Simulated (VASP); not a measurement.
# TmC (P4/nmm) in VASP: single point with PBEsol

Aim: the single point of TmC with PBEsol.

Everything below comes from runs of VASP 6.6.1. Logs are shortened: lines on timing, memory, paths and dates and some standing lists are left out, and cuts for length are marked.

### 1 The cell of the first run

The structure is tetragonal, space group P4/nmm (No. 129). The conventional cell has a = 4.154 Å, b = 4.154 Å, c = 3.254 Å, α = 90.00°, β = 90.00°, γ = 90.00°. Within 3.3 Å of Tm (site symmetry 4mm) lie 8 C at 2.32 to 3.04 Å and 6 Tm at 3.17 to 3.25 Å. C (site symmetry -4m2) has 8 Tm at 2.32 to 3.04 Å and 4 C at 2.94 Å within 3.1 Å.

### 2 Single point, PBEsol, collinear spin, ferromagnetic start

Contents of POSCAR:

```
TmC
1.0
    4.1542879559      0.0000000000      0.0000000000
    0.0000000000      4.1542879559      0.0000000000
    0.0000000000      0.0000000000      3.2535652852
Tm C
2 2
Direct
    0.5000000000      0.0000000000      0.3178810603
    0.0000000000      0.5000000000      0.6821189397
    0.0000000000      0.0000000000      0.0000000000
    0.5000000000      0.5000000000      0.0000000000
```

Contents of INCAR.step1:

```
SYSTEM = TmC
PREC     = Accurate       ! precision mode
ENCUT    = 520            ! plane-wave cutoff, eV
EDIFF    = 1E-6           ! SCF threshold, eV
ISMEAR   = 0              ! smearing method
SIGMA    = 0.05           ! smearing width, eV
LREAL    = .FALSE.        ! projectors in reciprocal space
LASPH    = .TRUE.         ! aspherical terms in the spheres
NELM     = 150            ! most SCF steps
ALGO     = Normal         ! electronic algorithm
ISIF     = 2              ! what is computed and relaxed
LWAVE    = .FALSE.        ! write WAVECAR
LCHARG   = .TRUE.         ! write CHGCAR
ISPIN    = 2              ! spin polarisation
MAGMOM   = 1.56 1.56 0 0  ! initial moments
LMAXMIX  = 6              ! l up to which the mixer works
GGA      = PS             ! functional
NBANDS   = 39             ! bands
```

Contents of KPOINTS.step1:

```
Automatic mesh
0
G
  8 8 6
  0 0 0
```

Contents of INCAR.step2:

```
SYSTEM = TmC
PREC     = Accurate       ! precision mode
ENCUT    = 520            ! plane-wave cutoff, eV
EDIFF    = 1E-6           ! SCF threshold, eV
ISMEAR   = -5             ! smearing method
SIGMA    = 0.05           ! smearing width, eV
LREAL    = .FALSE.        ! projectors in reciprocal space
LASPH    = .TRUE.         ! aspherical terms in the spheres
NELM     = 150            ! most SCF steps
ALGO     = Normal         ! electronic algorithm
ISIF     = 2              ! what is computed and relaxed
LWAVE    = .FALSE.        ! write WAVECAR
LCHARG   = .FALSE.        ! write CHGCAR
ISPIN    = 2              ! spin polarisation
MAGMOM   = 1.56 1.56 0 0  ! initial moments
LORBIT   = 10             ! projections on sites
LMAXMIX  = 6              ! l up to which the mixer works
GGA      = PS             ! functional
NEDOS    = 1001           ! points of the DOS
ICHARG   = 11             ! starting density
```

Contents of KPOINTS.step2:

```
Automatic mesh
0
G
  12 12 9
  0 0 0
```

Potentials or basis: VASP PAW PBE potentials, release 64 (Tm, C).

Started as:

```console
$ cat potpaw_PBE.64/Tm/POTCAR potpaw_PBE.64/C/POTCAR > POTCAR
$ cp INCAR.step1 INCAR
$ cp KPOINTS.step1 KPOINTS
$ mpirun -np 1 vasp_std > vasp.out
$ cp INCAR.step2 INCAR
$ cp KPOINTS.step2 KPOINTS
$ mpirun -np 1 vasp_std > vasp.out
```

OUTCAR:

```text
SYSTEM = TmC
   PREC = Accurate
   ENCUT = 520
   EDIFF = 1E-6
   ISMEAR = -5
   LREAL = .FALSE.
   LASPH = .TRUE.
   NELM = 150
   ISIF = 2
   ISPIN = 2
   LORBIT = 10
   GGA = PS
   ICHARG = 11

 ion  position               nearest neighbor table
   1  0.500  0.000  0.318-   3 2.32   4 2.32   4 2.32   3 2.32   2 3.17   2 3.17   2 3.17   2 3.17
                             2 3.59   2 3.59   2 3.59   2 3.59
   2  0.000  0.500  0.682-   3 2.32   4 2.32   3 2.32   4 2.32   1 3.17   1 3.17   1 3.17   1 3.17
                             1 3.59   1 3.59   1 3.59   1 3.59
   3  0.000  0.000  0.000-   1 2.32   2 2.32   2 2.32   1 2.32
   4  0.500  0.500  0.000-   1 2.32   2 2.32   1 2.32   2 2.32

  LATTYP: Found a simple tetragonal cell.
 ALAT       =     4.1542879559
 C/A-ratio  =     0.7831824177

  Lattice vectors:

 A1 = (   4.1542879559,   0.0000000000,   0.0000000000)
 A2 = (   0.0000000000,   4.1542879559,   0.0000000000)
 A3 = (   0.0000000000,   0.0000000000,   3.2535652852)

Analysis of symmetry for initial positions (statically):
=====================================================================
 Subroutine PRICEL returns:
 Original cell was already a primitive cell.

 Routine SETGRP: Setting up the symmetry group for a
 simple tetragonal supercell.

 Subroutine GETGRP returns: Found 16 space group operations
 (whereof  8 operations were pure point group operations)
 out of a pool of 16 trial point group operations.

The static configuration has the point symmetry D_2d.
 The point group associated with its full space group is D_4h.

Analysis of symmetry for dynamics (positions and initial velocities):
=====================================================================
 Subroutine PRICEL returns:
 Original cell was already a primitive cell.

 Routine SETGRP: Setting up the symmetry group for a
 simple tetragonal supercell.

 Subroutine GETGRP returns: Found 16 space group operations
 (whereof  8 operations were pure point group operations)
 out of a pool of 16 trial point group operations.

The dynamic configuration has the point symmetry D_2d.
 The point group associated with its full space group is D_4h.

Analysis of structural, dynamic, and magnetic symmetry:
=====================================================================
 Subroutine PRICEL returns:
 Original cell was already a primitive cell.

 Routine SETGRP: Setting up the symmetry group for a
 simple tetragonal supercell.

 Subroutine GETGRP returns: Found 16 space group operations
[... 139 lines left out ...]
   LEPSILON=     F    determine dielectric tensor
   LRPA    =     F    only Hartree local field effects (RPA)
 spin polarized calculation
 Fermi weights with tetrahedron method with Bloechl corrections
  energy-cutoff  :      520.00
  volume of cell :       56.15
 maximum number of plane-waves:      1530
 NGX is ok and might be reduce to    32

 number of electron      53.9999987 magnetization       2.8077601

 Free energy of the ion-electron system (eV)
  ---------------------------------------------------
  ext. energy  EPLUGINS =         0.00000000
  ---------------------------------------------------
  free energy    TOTEN  =       -26.61702827 eV

  energy without entropy =      -26.61702827  energy(sigma->0) =      -26.61702827

 E-fermi :   3.4829     XC(G=0): -12.3964

 val. band max:        3.5382880837   @ k =   0.1667   0.0000   0.1111
 cond. band min:       3.3910842822   @ k =   0.5000   0.0833   0.3333
 fundamental gap:     -0.1472038015
 Fermi energy:         3.4829114213

 spin component 1

 k-point     1 :       0.0000    0.0000    0.0000
  band No.  band energies     occupation
      1     -46.2945      1.00000
      2     -46.1717      1.00000
      3     -19.7947      1.00000
      4     -19.7947      1.00000
      5     -19.2686      1.00000
      6     -19.0289      1.00000
[... 877 lines left out ...]
     33       7.6031      0.00000
     34       7.6364      0.00000

 [... further k-points ...]

 spin component 2

 k-point     1 :       0.0000    0.0000    0.0000
  band No.  band energies     occupation
      1     -45.6987      1.00000
      2     -45.5703      1.00000
      3     -19.4180      1.00000
      4     -19.4180      1.00000
      5     -18.8247      1.00000
      6     -18.6244      1.00000
[... 877 lines left out ...]
     33       7.7301      0.00000
     34       7.7622      0.00000

 [... further k-points ...]

------------------------ aborting loop because EDIFF is reached ----------------------------------------

  FORCE on cell =-STRESS in cart. coord.  units (eV):
  Direction    XX          YY          ZZ          XY          YZ          ZX
  --------------------------------------------------------------------------------------
  -------------------------------------------------------------------------------------
  Total       -1.3700209     -1.3700209     -0.9196208      0.0000000      0.0000000      0.0000000
  in kB      -39.0917452    -39.0917452    -26.2401689      0.0000000      0.0000000      0.0000000
  external PRESSURE =     -34.8078864 kB  Pullay stress =       0.0000000 kB

 VOLUME and BASIS-vectors are now :
 -----------------------------------------------------------------------------
  energy-cutoff  :      520.00
  volume of cell :       56.15
      direct lattice vectors                 reciprocal lattice vectors
     4.154287956  0.000000000  0.000000000     0.240715138  0.000000000  0.000000000
     0.000000000  4.154287956  0.000000000     0.000000000  0.240715138  0.000000000
     0.000000000  0.000000000  3.253565285     0.000000000  0.000000000  0.307355136

 POSITION                                       TOTAL-FORCE (eV/Angst)
 -----------------------------------------------------------------------------------
      2.07714      0.00000      1.03425         0.000000      0.000000      0.118681
      0.00000      2.07714      2.21932        -0.000000      0.000000     -0.118681
      0.00000      0.00000      0.00000        -0.000000     -0.000000      0.000000
      2.07714      2.07714      0.00000        -0.000000     -0.000000      0.000000
 -----------------------------------------------------------------------------------
    total drift:                                0.000000      0.000000      0.000000

  FREE ENERGIE OF THE ION-ELECTRON SYSTEM (eV)
  ---------------------------------------------------
  free  energy   TOTEN  =       -26.6170282685 eV

  energy  without entropy=      -26.6170282685  energy(sigma->0) =      -26.61702827

 total charge

# of ion       s       p       d       f       tot
--------------------------------------------------
    1        2.160   6.054   0.732  12.347  21.292
    2        2.160   6.054   0.732  12.347  21.292
    3        0.920   1.329   0.000   0.000   2.249
    4        0.920   1.329   0.000   0.000   2.249
--------------------------------------------------
tot          6.160  14.765   1.464  24.693  47.082

 magnetization (x)

# of ion       s       p       d       f       tot
--------------------------------------------------
    1        0.003  -0.010   0.028   1.367   1.388
    2        0.003  -0.010   0.028   1.367   1.388
    3        0.001  -0.015   0.000   0.000  -0.014
    4        0.001  -0.015   0.000   0.000  -0.014
--------------------------------------------------
tot          0.008  -0.050   0.056   2.734   2.748
```

Run time: 13 min. Hardware: 1 thread of Intel Xeon 6975P-C (Granite Rapids), shared host; peak memory 0.48 GiB.

What came out:

* Net moment: 2.81 μB per cell
* Site moments: Tm +1.39; C -0.01 μB
* Valence electrons inside the program's atomic spheres: Tm 21.29; C 2.25

Caveat: the magnetic or orbital state may not be the lowest; the PAW data sets were made with another functional, which shifts forces and pressure a little; spin-orbit coupling is left out, which moves the levels of the heavy elements; semilocal functionals describe open f shells poorly, which spoils levels, moments and volumes.
